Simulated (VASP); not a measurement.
Write the native input for VASP 6.6.1 that does the following.

```
Task                   : single point
Functional             : PBE
Potentials or basis    : VASP PAW PBE potentials, release 64 (Ta_pv, S)
Cutoff                 : 500 eV
k mesh                 : 6 × 6 × 4
Occupations            : gaussian, width 0.1 eV
Spin                   : no spin polarisation
Dipole correction      : no
Further INCAR settings : ALGO = Normal; EDIFF = 1e-06; NBANDS = 18
```

The structure of TaS2 lies in POSCAR:

```
TaS2
1.0
    3.3828573416      0.0000000000      0.0000000000
   -1.6914286708      2.9296403952      0.0000000000
    0.0000000000      0.0000000000      6.1679785700
Ta S
1 2
Direct
    0.0000000000      0.0000000000      0.0000000000
    0.6666666667      0.3333333333      0.7542821200
    0.3333333333      0.6666666667      0.2457178800
```

The input as run:

INCAR

```
SYSTEM = TaS2
ALGO = Normal ; EDIFF = 1E-6
ENCUT = 500 ; GGA = PE
GGA_COMPAT = .False. ; ISIF = 2
ISMEAR = 0 ; LASPH = .True.
LCHARG = .False. ; LREAL = .False.
LWAVE = .False. ; NBANDS = 18
NELM = 120 ; PREC = Accurate
SIGMA = 0.1
```

KPOINTS

```
k-points
0
Gamma
  6 6 4
  0 0 0
```

Potentials or basis: VASP PAW PBE potentials, release 64 (Ta_pv, S).

Command:

```sh
$ cat potpaw_PBE.64/Ta_pv/POTCAR potpaw_PBE.64/S/POTCAR > POTCAR
$ mpirun -np 1 vasp_std > vasp.out
```

It gave:

```
Pressure               : 1.4 GPa
Largest force          : 0.147 eV/Å
Band gap on the k mesh : zero (an odd number of electrons rules out a gap without spin polarisation)
```

Caveat: spin-orbit coupling is left out, which moves the levels of the heavy elements; this functional lacks dispersion, which binds the layers, so the pressure and a relaxed spacing across them are unreliable.

Wall time 17 s on 1 thread of Intel(R) Xeon(R) 6975P-C (Granite Rapids), on a shared host, peak memory 0.19 GiB.
